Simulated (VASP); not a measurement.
# CuSi8O16 (a cell with a defect) in VASP: further runs

CuSi8O16 (a cell with a defect) is run at these levels: PBE; tasks: single point, relaxation of the atoms.

All numbers are computed with VASP 6.6.1; they aren't measurements. Logs are shortened: lines on timing, memory, paths and dates and some standing lists are left out, and cuts for length are marked.

## Step 1: The cell of the first run

The cell holds a defect, 25 atoms: a = 8.726 Å, b = 8.726 Å, c = 7.186 Å, α = 65.69°, β = 65.69°, γ = 48.63°.

## Step 2: Single point, PBE, collinear spin

File INCAR:

```
ALGO = Normal ; EDIFF = 1E-6
ENCUT = 520 ; GGA = PE
GGA_COMPAT = False ; ISIF = 2
ISMEAR = -1 ; ISPIN = 2
LASPH = True ; LCHARG = False
LMAXMIX = 4 ; LORBIT = 11
LREAL = False ; LWAVE = False
MAGMOM = 0 0 0 0 0 0 0 0 0.05 0 0.01 0.01 0.01 0 0.01 0.01 0.01 0.01 0.01 0.01 0 0.05 0.01 0.01 0.18 ; NBANDS = 92
NELM = 200 ; NUPDOWN = 1.0
PREC = Accurate ; SIGMA = 0.01
```

File KPOINTS:

```
k-points
0
Gamma
  1 1 1
```

File POSCAR:

```
CuSi8O16
1.0
    0.0000000000      5.0813926900      7.0944098900
    5.0813926900      0.0000000000      7.0944098900
    5.0813926900      5.0813926900      0.0000000000
Si O Cu
8 16 1
Direct
    0.2531235611      0.2468282397      0.4559043019
    0.7511775403      0.7482984084      0.9550729955
    0.0814329575      0.6705031559      0.1228175429
    0.5789716122      0.1678872643      0.6274883830
    0.4173083908      0.8320576787      0.3753211590
    0.9208318051      0.3285931840      0.8750378622
    0.0013817061     -0.0028466623      0.2954040556
    0.5013336839      0.4979912931      0.7947682712
    0.0978381268      0.2289008178      0.6740528171
    0.5897436430      0.7336374620      0.1706585214
    0.4844113216      0.3393306232      0.7556243113
    0.9843123948      0.8388957649      0.2555543867
    0.4121200681      0.2647073319      0.4924099064
    0.9123785913      0.7633910900      0.9922549591
    0.2074598226      0.8640369076      0.3903245222
    0.7071846583      0.3671450067      0.8891229871
    0.0166058640      0.1560137081      0.0794341450
    0.5128466586      0.6626845173      0.5817593558
    0.3849477732      0.0430100199      0.3577088625
    0.8796500955      0.5445954946      0.8579440128
    0.2967938763      0.6288134825      0.9649804819
    0.7962326938      0.1243039120      0.4685172266
    0.1207695752      0.4546272602      0.2854651179
    0.6163313467      0.9550644667      0.7890062124
   -0.1302846520      0.3938104461      0.3654262899
```

Potentials or basis: VASP PAW PBE potentials, release 64 (Si, O, Cu).

The run is started by

```
cat potpaw_PBE.64/Si/POTCAR potpaw_PBE.64/O/POTCAR potpaw_PBE.64/Cu/POTCAR > POTCAR
mpirun -np 1 vasp_gam > vasp.out
```

OUTCAR:

```text
EDIFF = 1E-6
   ENCUT = 520
   GGA = PE
   ISIF = 2
   ISMEAR = -1
   ISPIN = 2
   LASPH = True
   LORBIT = 11
   LREAL = False
   NELM = 200
   NUPDOWN = 1.0
   PREC = Accurate

 ion  position               nearest neighbor table
   1  0.253  0.247  0.456-  13 1.62  19 1.63   9 1.63  23 1.64  25 2.95   5 3.11   4 3.11   6 3.14

   2  0.751  0.748  0.955-  24 1.63  20 1.63  14 1.63  10 1.64   4 3.12   6 3.13   3 3.13   5 3.15

   3  0.081  0.671  0.123-  12 1.62  21 1.62  14 1.63  23 1.64   7 3.12   8 3.13   2 3.13
   4  0.579  0.168  0.627-  13 1.62  24 1.62  11 1.63  22 1.63   1 3.11   2 3.12   8 3.13
   5  0.417  0.832  0.375-  15 1.62  19 1.62  18 1.63  10 1.64   1 3.11   7 3.11   8 3.14   2 3.15
[... 6 lines left out ...]
   9  0.098  0.229  0.674-   1 1.63   6 1.63
  10  0.590  0.734  0.171-   5 1.64   2 1.64
  11  0.484  0.339  0.756-   8 1.63   4 1.63
  12  0.984  0.839  0.256-   3 1.62   7 1.63
  13  0.412  0.265  0.492-   1 1.62   4 1.62
  14  0.912  0.763  0.992-   3 1.63   2 1.63
  15  0.207  0.864  0.390-   5 1.62   7 1.63
  16  0.707  0.367  0.889-   6 1.63   8 1.63
  17  0.017  0.156  0.079-   6 1.63   7 1.63
  18  0.513  0.663  0.582-   5 1.63   8 1.63
  19  0.385  0.043  0.358-   5 1.62   1 1.63
  20  0.880  0.545  0.858-   2 1.63   6 1.63
  21  0.297  0.629  0.965-   3 1.62   8 1.63
  22  0.796  0.124  0.469-   7 1.63   4 1.63
  23  0.121  0.455  0.285-   1 1.64   3 1.64  25 2.38
  24  0.616  0.955  0.789-   4 1.62   2 1.63
  25  0.870  0.394  0.365-  23 2.38   1 2.95

  LATTYP: Found a body centered tetragonal cell.
 ALAT       =     7.1861744579
 C/A-ratio  =     1.9744608015

  Lattice vectors:

 A1 = (  -5.0813926900,   0.0000000000,   7.0944098900)
 A2 = (   5.0813926900,   0.0000000000,   7.0944098900)
 A3 = (   0.0000000000,   5.0813926900,  -7.0944098900)

Analysis of symmetry for initial positions (statically):
=====================================================================
 Subroutine PRICEL returns:
 Original cell was already a primitive cell.

 Routine SETGRP: Setting up the symmetry group for a
 body centered tetragonal supercell.

 Subroutine GETGRP returns: Found  1 space group operations
 (whereof  1 operations were pure point group operations)
 out of a pool of 16 trial point group operations.

The static configuration has the point symmetry C_1 .

Analysis of symmetry for dynamics (positions and initial velocities):
=====================================================================
 Subroutine PRICEL returns:
 Original cell was already a primitive cell.

 Routine SETGRP: Setting up the symmetry group for a
 body centered tetragonal supercell.
[... 183 lines left out ...]
  ext. energy  EPLUGINS =         0.00000000
  ---------------------------------------------------
  free energy    TOTEN  =      -189.79532155 eV

  energy without entropy =     -189.79532155  energy(sigma->0) =     -189.79532155

 E-fermi :   3.1880     XC(G=0):  -8.4990

 val. band max:        4.0479019419   @ k =   0.0000   0.0000   0.0000
 cond. band min:       4.4546087444   @ k =   0.0000   0.0000   0.0000
 fundamental gap:      0.4067068025
 Fermi energy:         4.2970726578

 spin component 1

 k-point     1 :       0.0000    0.0000    0.0000
  band No.  band energies     occupation
      1     -19.2692      1.00000
      2     -18.4625      1.00000
      3     -18.4314      1.00000
      4     -18.3765      1.00000
      5     -18.3725      1.00000
      6     -18.3561      1.00000
[... 73 lines left out ...]
     80       9.1951      0.00000
     81       9.4098      0.00000
 Fermi energy:         3.1880124804

 spin component 2

 k-point     1 :       0.0000    0.0000    0.0000
  band No.  band energies     occupation
      1     -19.2480      1.00000
      2     -18.4321      1.00000
      3     -18.4036      1.00000
      4     -18.3582      1.00000
      5     -18.3550      1.00000
      6     -18.3407      1.00000
[... 73 lines left out ...]
     80       9.2284      0.00000
     81       9.4192      0.00000
 [bands above 81 left out]

------------------------ aborting loop because EDIFF is reached ----------------------------------------

  FORCE on cell =-STRESS in cart. coord.  units (eV):
  Direction    XX          YY          ZZ          XY          YZ          ZX
  --------------------------------------------------------------------------------------
  -------------------------------------------------------------------------------------
  Total        2.5233582      2.3925378      2.4607348     -0.1460210     -0.0032348     -0.1371960
  in kB       11.0351362     10.4630333     10.7612719     -0.6385781     -0.0141464     -0.5999847
  external PRESSURE =      10.7531471 kB  Pullay stress =       0.0000000 kB

 VOLUME and BASIS-vectors are now :
 -----------------------------------------------------------------------------
  energy-cutoff  :      520.00
  volume of cell :      366.36
      direct lattice vectors                 reciprocal lattice vectors
     0.000000000  5.081392690  7.094409890    -0.098398221  0.098398221  0.070478025
     5.081392690  0.000000000  7.094409890     0.098398221 -0.098398221  0.070478025
     5.081392690  5.081392690  0.000000000     0.098398221  0.098398221 -0.070478025

 POSITION                                       TOTAL-FORCE (eV/Angst)
 -----------------------------------------------------------------------------------
      3.57086      3.60285      3.54686        -0.008235     -0.016432      0.003900
      8.65550      8.67013     10.63790        -0.010333     -0.015319      0.002473
      4.03117      1.03788      5.33454         0.011207     -0.010773      0.004533
      4.04162      6.13050      5.29852         0.018774     -0.018763     -0.002811
      6.13517      4.02766      8.86351        -0.024321      0.020967      0.001420
      6.11612      9.12552      8.86393        -0.019166      0.017813      0.001901
[... 17 lines left out ...]
      8.86231      7.14107     11.14813         0.001439      0.004569      0.012513
      3.85798      6.27624      8.96397         0.001019     -0.000670     -0.005225
 -----------------------------------------------------------------------------------
    total drift:                                0.000675     -0.000642     -0.001217

  FREE ENERGIE OF THE ION-ELECTRON SYSTEM (eV)
  ---------------------------------------------------
  free  energy   TOTEN  =      -189.7953215542 eV

  energy  without entropy=     -189.7953215542  energy(sigma->0) =     -189.79532155

 total charge

# of ion       s       p       d       tot
------------------------------------------
    1        0.637   0.969   0.000   1.606
    2        0.636   0.968   0.000   1.604
    3        0.638   0.971   0.000   1.609
    4        0.638   0.973   0.000   1.611
    5        0.638   0.971   0.000   1.609
    6        0.636   0.971   0.000   1.608
[... 17 lines left out ...]
   24        1.549   3.689   0.000   5.238
   25        0.346   0.069   9.405   9.820
--------------------------------------------------
tot         30.263  66.738   9.405 106.405

 magnetization (x)

# of ion       s       p       d       tot
------------------------------------------
    1        0.003  -0.000   0.000   0.003
    2        0.002  -0.000   0.000   0.002
    3        0.005   0.001   0.000   0.006
    4        0.004   0.001   0.000   0.006
    5        0.003  -0.000   0.000   0.002
    6        0.002   0.000   0.000   0.003
[... 17 lines left out ...]
   24        0.004  -0.000   0.000   0.003
   25        0.247   0.005  -0.010   0.241
--------------------------------------------------
tot          0.370   0.071  -0.010   0.430
```

OSZICAR:

```text
N       E                     dE             d eps       ncg     rms          rms(c)
DAV:   1     0.180399764079E+04    0.18040E+04   -0.73013E+04   368   0.155E+03
DAV:   2     0.249789929406E+02   -0.17790E+04   -0.16925E+04   456   0.416E+02
DAV:   3    -0.203830467067E+03   -0.22881E+03   -0.22425E+03   416   0.174E+02
DAV:   4    -0.215144250484E+03   -0.11314E+02   -0.11164E+02   480   0.432E+01
DAV:   5    -0.215692246108E+03   -0.54800E+00   -0.54575E+00   552   0.829E+00    0.422E+01
DAV:   6    -0.191496866694E+03    0.24195E+02   -0.17238E+02   496   0.497E+01    0.238E+01
DAV:   7    -0.189367394622E+03    0.21295E+01   -0.21019E+01   464   0.815E+01    0.937E+00
DAV:   8    -0.189764206858E+03   -0.39681E+00   -0.42953E+00   528   0.525E+00    0.465E+00
DAV:   9    -0.189784479088E+03   -0.20272E-01   -0.14961E+00   544   0.522E+00    0.231E+00
DAV:  10    -0.189790922251E+03   -0.64432E-02   -0.17464E-01   528   0.230E+00    0.740E-01
DAV:  11    -0.189794799608E+03   -0.38774E-02   -0.91666E-02   576   0.141E+00    0.398E-01
DAV:  12    -0.189794763877E+03    0.35731E-04   -0.16559E-02   528   0.559E-01    0.141E-01
DAV:  13    -0.189795128495E+03   -0.36462E-03   -0.79972E-04   480   0.112E-01    0.581E-02
DAV:  14    -0.189795280083E+03   -0.15159E-03   -0.19176E-04   496   0.626E-02    0.235E-02
DAV:  15    -0.189795309679E+03   -0.29597E-04   -0.34111E-05   504   0.276E-02    0.176E-02
DAV:  16    -0.189795319752E+03   -0.10073E-04   -0.18315E-05   448   0.177E-02    0.795E-03
DAV:  17    -0.189795321280E+03   -0.15284E-05   -0.51234E-06   328   0.123E-02    0.349E-03
DAV:  18    -0.189795321554E+03   -0.27374E-06   -0.10152E-06   312   0.590E-03
   1 F= -.18979532E+03 E0= -.18979532E+03  d E =-.119203E-10  mag=     1.0000
```

Run time: 6 min. Hardware: 1 thread of Intel Xeon 8259CL, shared host; peak memory 0.76 GiB.

Results:

```
Free energy                                           : -189.7953 eV
Pressure                                              : 1.1 GPa
Largest force                                         : 0.032 eV/Å
Net moment                                            : 1.00 μB per cell
Site moments                                          : Si +0.00, +0.01 (each value once); O +0.01, +0.02, +0.00, +0.03 (each value once); Cu +0.24 μB
Valence electrons inside the program's atomic spheres : Si 1.61, 1.60 (each value once); O 5.23, 5.22, 5.24 (each value once); Cu 9.82
```

Forces in eV/Å, atoms in the order of the input:
```
Si  -0.008 -0.016  0.004
Si  -0.010 -0.015  0.002
Si   0.011 -0.011  0.005
Si   0.019 -0.019 -0.003
Si  -0.024  0.021  0.001
Si  -0.019  0.018  0.002
Si   0.007  0.016 -0.005
Si   0.011  0.011  0.002
O    0.002  0.001  0.007
O    0.006  0.003  0.004
O   -0.005  0.002  0.008
O    0.002 -0.004  0.008
O   -0.010  0.004 -0.005
O   -0.006  0.007 -0.014
O    0.003 -0.009  0.010
O   -0.002 -0.007  0.007
O    0.010 -0.003 -0.011
O    0.012 -0.006 -0.011
O    0.003 -0.003 -0.007
O    0.000 -0.003 -0.010
O   -0.005  0.003 -0.009
O    0.002  0.005  0.002
O    0.000  0.000  0.003
O    0.001  0.005  0.013
Cu   0.001 -0.001 -0.005
```

Caveat: the k points lie up to 0.98 Å⁻¹ apart; the total moment is fixed, so each spin has its own Fermi level.

## Step 3: Relaxation of the atoms, PBE

File INCAR:

```
SYSTEM = CuSi8O16
PREC     = Accurate       ! precision mode
ENCUT    = 520            ! plane-wave cutoff, eV
EDIFF    = 1E-7           ! SCF threshold, eV
ISMEAR   = -1             ! smearing method
SIGMA    = 0.01           ! smearing width, eV
LREAL    = .False.        ! projectors in reciprocal space
LASPH    = .True.         ! aspherical terms in the spheres
NELM     = 120            ! most SCF steps
ALGO     = Normal         ! electronic algorithm
ISIF     = 2              ! what is computed and relaxed
LWAVE    = .False.        ! write WAVECAR
LCHARG   = .False.        ! write CHGCAR
GGA      = PE             ! functional
IBRION   = 2              ! ionic algorithm
NSW      = 90             ! ionic steps
EDIFFG   = -0.02          ! ionic threshold
NELECT   = 138.0        
GGA_COMPAT= .False.      
NELMIN   = 4
```

File KPOINTS:

```
Automatic mesh
0
Gamma
  1 1 1
  0 0 0
```

File POSCAR:

```
CuSi8O16
1.0
    0.0000000000      5.0813926900      7.0944098900
    5.0813926900      0.0000000000      7.0944098900
    5.0813926900      5.0813926900      0.0000000000
Si O Cu
8 16 1
Direct
    0.2500000000      0.2500000000      0.4557663000
    0.7500000000      0.7500000000      0.9557663000
    0.0807663000      0.6692337000      0.1250000000
    0.5807663000      0.1692337000      0.6250000000
    0.4192337000      0.8307663000      0.3750000000
    0.9192337000      0.3307663000      0.8750000000
    0.0000000000      0.0000000000      0.2942337000
    0.5000000000      0.5000000000      0.7942337000
    0.0892867300      0.2360795200      0.6696805100
    0.5892867300      0.7360795200      0.1696805100
    0.4860795200      0.3392867300      0.7549532500
    0.9860795200      0.8392867300      0.2549532500
    0.4107132700      0.2639204800      0.4950467500
    0.9107132700      0.7639204800      0.9950467500
    0.2053194900      0.8700467500      0.3889204800
    0.7053194900      0.3700467500      0.8889204800
    0.0139204800      0.1607132700      0.0803194900
    0.5139204800      0.6607132700      0.5803194900
    0.3799532500      0.0446805100      0.3610795200
    0.8799532500      0.5446805100      0.8610795200
    0.2946805100      0.6299532500      0.9642867300
    0.7946805100      0.1299532500      0.4642867300
    0.1200467500      0.4553194900      0.2857132700
    0.6200467500      0.9553194900      0.7857132700
    0.0000000000      0.0000000000      0.7179560000
```

Potentials or basis: VASP PAW PBE potentials, release 64 (Si, O, Cu).

The run is started by

```
cat potpaw_PBE.64/Si/POTCAR potpaw_PBE.64/O/POTCAR potpaw_PBE.64/Cu/POTCAR > POTCAR
mpirun -np 1 vasp_gam > vasp.out
```

Wall time 45 min (1 thread of Intel Xeon 8259CL, shared host); peak memory 0.61 GiB.

The run converged. Its results:

```
Free energy                  : -194.0238 eV
Energy gained by relaxing    : 12.1 meV/atom
Ionic steps                  : 37
Largest force after relaxing : 0.015 eV/Å
```

Forces on the atoms (eV/Å):
```
Si  -0.004  0.008  0.007
Si   0.008 -0.004 -0.007
Si  -0.001 -0.007 -0.012
Si   0.006  0.004 -0.006
Si   0.004  0.006  0.006
Si  -0.007 -0.001  0.012
Si   0.008  0.008  0.000
Si  -0.003 -0.003  0.000
O   -0.005 -0.007 -0.013
O    0.001 -0.003  0.001
O   -0.006 -0.001  0.003
O    0.004 -0.006  0.001
O   -0.003  0.001 -0.001
O   -0.007 -0.005  0.013
O   -0.004  0.003  0.002
O    0.008  0.002  0.001
O   -0.006  0.004 -0.001
O   -0.001 -0.006 -0.003
O    0.001  0.002  0.010
O    0.007 -0.010  0.008
O    0.002  0.008 -0.001
O    0.003 -0.004 -0.002
O   -0.010  0.007 -0.008
O    0.002  0.001 -0.010
Cu   0.001  0.001  0.000
```

The path:
| step | energy change (eV) | largest force (eV/Å) | pressure (GPa) |
| --- | --- | --- | --- |
| 1 | 0.0000 | 1.3975 | -2.78 |
| 2 | 0.2420 | 2.7364 | -2.66 |
| 3 | -0.1580 | 0.6350 | -2.90 |
| 4 | -0.1965 | 0.8878 | -3.29 |
| 5 | -0.2015 | 0.6328 | -3.20 |
| 6 | -0.2440 | 0.3217 | -3.52 |
| 7 | -0.2644 | 0.2853 | -3.93 |
| 8 | -0.2737 | 0.1706 | -4.04 |
| 9 | -0.2749 | 0.1869 | -4.09 |
| 10 | -0.2822 | 0.1684 | -4.18 |
| 11 | -0.2832 | 0.2194 | -4.23 |
| 12 | -0.2890 | 0.1907 | -4.31 |
| 13 | -0.2897 | 0.2249 | -4.35 |
| 14 | -0.2952 | 0.1286 | -4.43 |
| 15 | -0.2978 | 0.1461 | -4.56 |
| 16 | -0.2990 | 0.0985 | -4.64 |
| 17 | -0.2991 | 0.0766 | -4.62 |
| 18 | -0.3000 | 0.0564 | -4.65 |
| 19 | -0.3006 | 0.1088 | -4.69 |
| 20 | -0.3011 | 0.0779 | -4.70 |
| 21 | -0.3016 | 0.0419 | -4.73 |
| 22 | -0.3016 | 0.0515 | -4.73 |
| 23 | -0.3018 | 0.0384 | -4.73 |
| 24 | -0.3021 | 0.0399 | -4.73 |
| 25 | -0.3023 | 0.0281 | -4.72 |
| 26 | -0.3026 | 0.0340 | -4.70 |
| 27 | -0.3025 | 0.0952 | -4.66 |
| 28 | -0.3027 | 0.0574 | -4.68 |
| 29 | -0.3028 | 0.0394 | -4.67 |
| 30 | -0.3030 | 0.0359 | -4.64 |
| 31 | -0.3030 | 0.0860 | -4.60 |
| 32 | -0.3031 | 0.0504 | -4.62 |
| 33 | -0.3033 | 0.0336 | -4.60 |
| 34 | -0.3034 | 0.0340 | -4.57 |
| 35 | -0.3036 | 0.0210 | -4.56 |
| 36 | -0.3036 | 0.0214 | -4.55 |
| 37 | -0.3037 | 0.0154 | -4.54 |

Final structure:
```xyz
25
Lattice="0.0000 5.0814 7.0944 5.0814 0.0000 7.0944 5.0814 5.0814 0.0000" Properties=species:S:1:pos:R:3 pbc="T T T"
Si    3.5764    3.5621    3.5291
Si    8.6435    8.6578   10.6597
Si    4.0390    1.0540    5.3217
Si    4.0643    6.1067    5.2765
Si    6.1068    4.0643    8.9123
Si    6.1354    9.1204    8.8671
Si    1.4991    1.4991    0.0000
Si    6.5738    6.5738    7.0944
O     4.5402    3.8377    2.1953
O     4.5797    3.9017    9.4328
O     5.5699    6.3024    5.8470
O     5.5593    6.3284   12.9592
O     3.9017    4.5797    4.7560
O     8.9191    9.6215   11.9936
O     6.4995    3.0459    7.6626
O     6.3752    8.1085    7.6119
O     1.2470    0.4779    1.2296
O     6.3024    5.5699    8.3418
O     2.0434    3.7649    3.0455
O     7.1109    8.8611   10.1372
O     8.1085    6.3752    6.5769
O     3.0459    6.4995    6.5262
O     3.7797    2.0295    4.0516
O     8.8463    7.1248   11.1434
Cu    3.6160    3.6160    0.0000
```

Levels at points of the mesh, in eV from the Fermi level:
```tsv
k point	band 67	band 68	band 69	band 70	band 71	band 72
(0.00, 0.00, 0.00)	-0.47	-0.29	-0.27	1.84	4.31	5.74
```

Caveat: the k points lie up to 0.98 Å⁻¹ apart; the cell carries a net charge on a neutralising background, which shifts energy and pressure; the cell is charged against a uniform background, so pressure and absolute levels hang on convention.
